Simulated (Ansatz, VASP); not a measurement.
One calculation of MgB2, two programs

The input INCAR:

```
SYSTEM = MgB2
PREC     = Accurate       ! precision mode
ENCUT    = 600            ! plane-wave cutoff, eV
EDIFF    = 1E-6           ! SCF threshold, eV
ISMEAR   = 0              ! smearing method
SIGMA    = 0.1            ! smearing width, eV
LREAL    = .FALSE.        ! projectors in reciprocal space
LASPH    = .TRUE.         ! aspherical terms in the spheres
NELM     = 100            ! most SCF steps
ALGO     = Normal         ! electronic algorithm
ISIF     = 3              ! what is computed and relaxed
LWAVE    = .FALSE.        ! write WAVECAR
LCHARG   = .FALSE.        ! write CHGCAR
GGA      = PS             ! functional
IBRION   = 2              ! ionic algorithm
NSW      = 70             ! ionic steps
EDIFFG   = -0.005         ! ionic threshold
```

KPOINTS

```
Automatic mesh
0
G
  15 15 12
  0 0 0
```

File POSCAR:

```
MgB2
1.0
    3.0728984929      0.0000000000      0.0000000000
   -1.5364492465      2.6612081581      0.0000000000
    0.0000000000      0.0000000000      3.5320018760
Mg B
1 2
Direct
    0.0000000000      0.0000000000      0.0000000000
    0.3333333333      0.6666666667      0.5000000000
    0.6666666667      0.3333333333      0.5000000000
```

Input for Ansatz:

```yaml
crystal:
  lattice:
    - [3.0728984929, 0.0, 0.0]
    - [-1.5364492465, 2.6612081581, 0.0]
    - [0.0, 0.0, 3.532001876]
  atoms:
    - { symbol: Mg, position: [0.0, 0.0, 0.0] }
    - { symbol: B, position: [0.3333333333, 0.6666666667, 0.5] }
    - { symbol: B, position: [0.6666666667, 0.3333333333, 0.5] }
basis:
  ecutwfc: 420
kpoints:
  mp_grid: { grid: [15, 15, 12] }
hamiltonian:
  xc: pbesol
scf:
  occupations: { method: gaussian, width: 0.1 }
output:
  forces: true
  stress: true
  eigenvalues: true
relax:
  adjacent_minimum: "off"
  f_tol: 0.005
  max_steps: 50
  cell: { stress_tol: 0.05 }
```

Alike in both runs: task relaxation of cell and atoms; functional PBEsol; k mesh 15 × 15 × 12; occupations gaussian, width 0.1 eV; no spin polarisation.

|  | VASP | Ansatz |
| --- | --- | --- |
| version | VASP 6.6.1 | Ansatz 0.2.0 |
| potentials or method | VASP PAW PBE potentials, release 64 (Mg, B), cutoff 600 eV | scalar-relativistic, plane waves, PAW |
| valence electrons in the cell | 8 | 16 |

```tsv
	VASP	Ansatz	Ansatz less VASP
gap on the k mesh at the Fermi level, each at its own relaxed structure (eV)	none	none	-
relaxed volume (Å³/atom)	9.48	9.48	+0.004
relaxed cell length with the largest relative difference (Å)	3.502	3.504	+0.0026
```

VASP's potentials were made for PBE, not for PBEsol. A gap of «none» marks a metal or a gap that the smearing closes. VASP's potentials hold 8 valence electrons a cell and Ansatz's 16, so a difference there can come from the potentials and not from the codes.
